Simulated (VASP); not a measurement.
# BaS (Fm-3m) in VASP: elastic constants with PBE

Aim: the elastic constants of BaS with PBE.

All numbers are computed with VASP 6.6.1; they aren't measurements. Logs are shortened: lines on timing, memory, paths and dates and some standing lists are left out, and cuts for length are marked.

### Step 1. The cell of the first run

Symmetry: Fm-3m, No. 225, cubic system. The conventional cell has a = 6.388 Å, b = 6.388 Å, c = 6.388 Å, α = 90.00°, β = 90.00°, γ = 90.00°. Ba (site symmetry m-3m) has 6 S at 3.19 Å within 4.2 Å. Within 4.2 Å of S (site symmetry m-3m) lie 6 Ba at 3.19 Å.

### Step 2. Elastic constants, PBE

Contents of INCAR:

```
ALGO = Normal
EDIFF = 1E-8
ENCUT = 500
GGA = PE
GGA_COMPAT = F
IBRION = 6
ISIF = 3
ISMEAR = 0
LASPH = T
LCHARG = F
LREAL = F
LWAVE = F
NBANDS = 15
NELM = 120
NFREE = 2
NSW = 1
POTIM = 0.015
PREC = Accurate
SIGMA = 0.01
```

Contents of KPOINTS:

```
k-points
0
Gamma
  6 6 6
```

Contents of POSCAR:

```
BaS
1.0
    0.0000000000      3.1937500000      3.1937500000
    3.1937500000      0.0000000000      3.1937500000
    3.1937500000      3.1937500000      0.0000000000
Ba S
1 1
Direct
    0.0000000000      0.0000000000      0.0000000000
    0.5000000000      0.5000000000      0.5000000000
```

Potentials or basis: VASP PAW PBE potentials, release 64 (Ba_sv, S).

Launch:

```sh
cat potpaw_PBE.64/Ba_sv/POTCAR potpaw_PBE.64/S/POTCAR > POTCAR
mpirun -np 1 vasp_std > vasp.out
```

OUTCAR:

```text
EDIFF = 1E-8
   ENCUT = 500
   GGA = PE
   IBRION = 6
   ISIF = 3
   ISMEAR = 0
   LASPH = T
   LREAL = F
   NELM = 120
   NFREE = 2
   NSW = 1
   POTIM = 0.015
   PREC = Accurate

 ion  position               nearest neighbor table
   1  0.000  0.000  0.000-   2 3.19   2 3.19   2 3.19   2 3.19   2 3.19   2 3.19
   2  0.500  0.500  0.500-   1 3.19   1 3.19   1 3.19   1 3.19   1 3.19   1 3.19

  LATTYP: Found a face centered cubic cell.
 ALAT       =     6.3875000000

  Lattice vectors:

 A1 = (   0.0000000000,   3.1937500000,   3.1937500000)
 A2 = (   3.1937500000,   0.0000000000,   3.1937500000)
 A3 = (   3.1937500000,   3.1937500000,   0.0000000000)

Analysis of symmetry for initial positions (statically):
=====================================================================
 Subroutine PRICEL returns:
 Original cell was already a primitive cell.

 Routine SETGRP: Setting up the symmetry group for a
 face centered cubic supercell.

 Subroutine GETGRP returns: Found 48 space group operations
 (whereof 48 operations were pure point group operations)
 out of a pool of 48 trial point group operations.

The static configuration has the point symmetry O_h .

Analysis of symmetry for dynamics (positions and initial velocities):
=====================================================================
 Subroutine PRICEL returns:
 Original cell was already a primitive cell.

 Routine SETGRP: Setting up the symmetry group for a
 face centered cubic supercell.

 Subroutine GETGRP returns: Found 48 space group operations
 (whereof 48 operations were pure point group operations)
 out of a pool of 48 trial point group operations.

The dynamic configuration has the point symmetry O_h .

 Subroutine INISYM returns: Found 48 space group operations
 (whereof 48 operations are pure point group operations),
 and found     1 'primitive' translations

----------------------------------------------------------------------------------------

                                     Primitive cell

  volume of cell :      65.1527

  direct lattice vectors                    reciprocal lattice vectors
     0.000000000  3.193750000  3.193750000    -0.156555773  0.156555773  0.156555773
     3.193750000  0.000000000  3.193750000     0.156555773 -0.156555773  0.156555773
     3.193750000  3.193750000  0.000000000     0.156555773  0.156555773 -0.156555773

  length of vectors
     4.516644565  4.516644565  4.516644565     0.271162553  0.271162553  0.271162553

  position of ions in fractional coordinates (direct lattice)
     0.000000000  0.000000000  0.000000000
     0.500000000  0.500000000  0.500000000

  ion indices of the primitive-cell ions
   primitive index   ion index
                 1           1
                 2           2

----------------------------------------------------------------------------------------

 KPOINTS: k-points

Automatic generation of k-mesh.
 Grid dimensions read from file:
 generate k-points for:    6    6    6

 Generating k-lattice:

  Cartesian coordinates                     Fractional coordinates (reciprocal lattice)
    -0.026092629  0.026092629  0.026092629     0.166666667  0.000000000  0.000000000
     0.026092629 -0.026092629  0.026092629     0.000000000  0.166666667  0.000000000
     0.026092629  0.026092629 -0.026092629     0.000000000  0.000000000  0.166666667

[... 104 lines left out ...]
  -------------------------------------------------------------------------------------
  Total        0.5806330      0.5806330      0.5806330     -0.0000000      0.0000000      0.0000000
  in kB       14.2784000     14.2784000     14.2784000     -0.0000000      0.0000000      0.0000000
  external PRESSURE =      14.2784000 kB  Pullay stress =       0.0000000 kB
[... 89 lines left out ...]
  FREE ENERGIE OF THE ION-ELECTRON SYSTEM (eV)
  ---------------------------------------------------
  free  energy   TOTEN  =       -10.1704823139 eV

  energy  without entropy=      -10.1704823139  energy(sigma->0) =      -10.17048231

[... ionic steps 4 to 14 ...]

--------------------------------------- Ionic step       15  -------------------------------------------

 number of electron      16.0000001 magnetization

------------------------ aborting loop because EDIFF is reached ----------------------------------------
[... 67 lines left out ...]
--------------------------------------- Ionic step       17  -------------------------------------------

 number of electron      16.0000001 magnetization

 Free energy of the ion-electron system (eV)
  ---------------------------------------------------
  ext. energy  EPLUGINS =         0.00000000
  ---------------------------------------------------
  free energy    TOTEN  =       -10.18413939 eV

  energy without entropy =      -10.18413939  energy(sigma->0) =      -10.18413939

 E-fermi :   1.5804     XC(G=0):  -8.6257

 val. band max:        1.4537611414   @ k =   0.0000   0.0000   0.0000
 cond. band min:       3.5610860339   @ k =   0.0000   0.5000   0.5000
 fundamental gap:      2.1073248925
 Fermi energy:         1.5803926697

 k-point     1 :       0.0000    0.0000    0.0000
  band No.  band energies     occupation
      1     -24.6207      2.00000
      2      -9.6764      2.00000
      3      -9.6760      2.00000
      4      -9.6760      2.00000
      5      -8.9061      2.00000
      6       1.4537      2.00000
      7       1.4537      2.00000
      8       1.4538      2.00000
      9       5.0532      0.00000
     10       5.3227      0.00000
     11       5.3231      0.00000
     12       5.3231      0.00000
     13       6.2484      0.00000
     14       6.2493      0.00000
[... 401 lines left out ...]
      2     -10.4469      2.00000
      3     -10.0236      2.00000
      4      -9.7786      2.00000
      5      -8.1232      2.00000
      6       0.1832      2.00000
      7       0.6408      2.00000
      8       0.9199      2.00000
      9       5.5005      0.00000
     10       6.8591      0.00000
     11       7.7455      0.00000
     12       7.8491      0.00000
     13       9.5374      0.00000
     14       9.9826      0.00000
     15      11.6121      0.00000

 [... further k-points ...]

------------------------ aborting loop because EDIFF is reached ----------------------------------------

  FORCE on cell =-STRESS in cart. coord.  units (eV):
  Direction    XX          YY          ZZ          XY          YZ          ZX
  --------------------------------------------------------------------------------------
  -------------------------------------------------------------------------------------
  Total        0.5844142      0.5800577      0.5800577      0.0000000     -0.0000000      0.0000000
  in kB       14.3713829     14.2642537     14.2642537      0.0000000     -0.0000000      0.0000000
  external PRESSURE =      14.2999634 kB  Pullay stress =       0.0000000 kB
[... 17 lines left out ...]
  FREE ENERGIE OF THE ION-ELECTRON SYSTEM (eV)
  ---------------------------------------------------
  free  energy   TOTEN  =       -10.1841393881 eV

  energy  without entropy=      -10.1841393881  energy(sigma->0) =      -10.18413939

 INTERNAL STRAIN TENSORS FROM STRAINED CELLS
 ============================================

 INTERNAL STRAIN TENSOR FOR ION    1 for displacements in x,y,z  (eV/Angst):
          X           Y           Z          XY          YZ          ZX
  --------------------------------------------------------------------------------
  x    -0.00000     0.00000    -0.00000     0.00000     0.00000    -0.00000
  y     0.00000     0.00000    -0.00000     0.00000     0.00000     0.00000
  z     0.00000     0.00000     0.00000    -0.00000     0.00000    -0.00000

 INTERNAL STRAIN TENSORS FROM DISPLACED ATOMS
 ============================================

 INTERNAL STRAIN TENSOR FOR ION    1 for displacements in x,y,z  (eV/Angst):
          X           Y           Z          XY          YZ          ZX
  --------------------------------------------------------------------------------
  x     0.00000     0.00000     0.00000     0.00000     0.00000     0.00000
  y     0.00000     0.00000     0.00000     0.00000     0.00000     0.00000
  z     0.00000     0.00000     0.00000     0.00000     0.00000     0.00000

 INTERNAL STRAIN TENSOR FOR ION    2 for displacements in x,y,z  (eV/Angst):
          X           Y           Z          XY          YZ          ZX
  --------------------------------------------------------------------------------
  x     0.00000     0.00000     0.00000     0.00000     0.00000     0.00000
  y     0.00000     0.00000     0.00000     0.00000     0.00000     0.00000
  z     0.00000     0.00000     0.00000     0.00000     0.00000     0.00000

 Eigenvectors and eigenvalues of the dynamical matrix
 ----------------------------------------------------

   1 f  =    4.439606 THz    27.894866 2PiTHz  148.089308 cm-1    18.360726 meV
             X         Y         Z           dx          dy          dz
      0.000000  0.000000  0.000000    -0.376872   -0.218878   -0.000000
      3.193750  3.193750  3.193750     0.778294    0.452016   -0.000000
[... 21 lines left out ...]
   6 f/i=    0.003627 THz     0.022790 2PiTHz    0.120987 cm-1     0.015001 meV
             X         Y         Z           dx          dy          dz
      0.000000  0.000000  0.000000     0.438129   -0.663105    0.422367
      3.193750  3.193750  3.193750     0.212154   -0.321094    0.204522

--------------------------------------------------------------------------------------------------------

 ELASTIC MODULI CONTR FROM IONIC RELAXATION (kBar)
 Direction    XX          YY          ZZ          XY          YZ          ZX
 --------------------------------------------------------------------------------
 XX           0.0000      0.0000      0.0000      0.0000      0.0000      0.0000
 YY           0.0000      0.0000      0.0000      0.0000      0.0000      0.0000
 ZZ           0.0000      0.0000      0.0000      0.0000      0.0000      0.0000
 XY           0.0000      0.0000      0.0000      0.0000      0.0000      0.0000
 YZ           0.0000      0.0000      0.0000      0.0000      0.0000      0.0000
 ZX           0.0000      0.0000      0.0000      0.0000      0.0000      0.0000
 --------------------------------------------------------------------------------

 TOTAL ELASTIC MODULI (kBar)
 Direction    XX          YY          ZZ          XY          YZ          ZX
 --------------------------------------------------------------------------------
 XX        1052.7425    170.4387    170.4387      0.0000      0.0000     -0.0000
 YY         170.4387   1052.7425    170.4387      0.0000      0.0000      0.0000
 ZZ         170.4387    170.4387   1052.7425      0.0000      0.0000      0.0000
 XY           0.0000      0.0000      0.0000    184.6588      0.0000      0.0000
 YZ           0.0000      0.0000      0.0000      0.0000    184.6588     -0.0000
 ZX          -0.0000      0.0000      0.0000      0.0000     -0.0000    184.6588
 --------------------------------------------------------------------------------
```

Wall time 3.8 min (1 thread of Intel Xeon 6975P-C (Granite Rapids), shared host); peak memory 0.26 GiB.

Results:

* Elastic constants C11, C12, C44: 105, 17, 18 GPa
* Voigt bulk modulus: 46 GPa
* Highest phonon frequency at Γ, LO-TO splitting left out: 148 cm⁻¹

Phonon frequencies in cm⁻¹ (negative: imaginary):
| q point | frequencies |
| --- | --- |
| (0.000, 0.000, 0.000) | 0 0 0 148 148 148 |

Elastic tensor in Voigt notation (GPa, in the Cartesian axes of the cell as first typed):
```
105  17  17   0   0   0
 17 105  17   0   0   0
 17  17 105   0   0   0
  0   0   0  18   0   0
  0   0   0   0  18   0
  0   0   0   0   0  18
```

Clamped-ion elastic tensor (GPa):
```
105  17  17   0   0   0
 17 105  17   0   0   0
 17  17 105   0   0   0
  0   0   0  18   0   0
  0   0   0   0  18   0
  0   0   0   0   0  18
```

Caveat: the cell is under stress, which shifts elastic constants; spin-orbit coupling is left out, which moves the levels of the heavy elements.
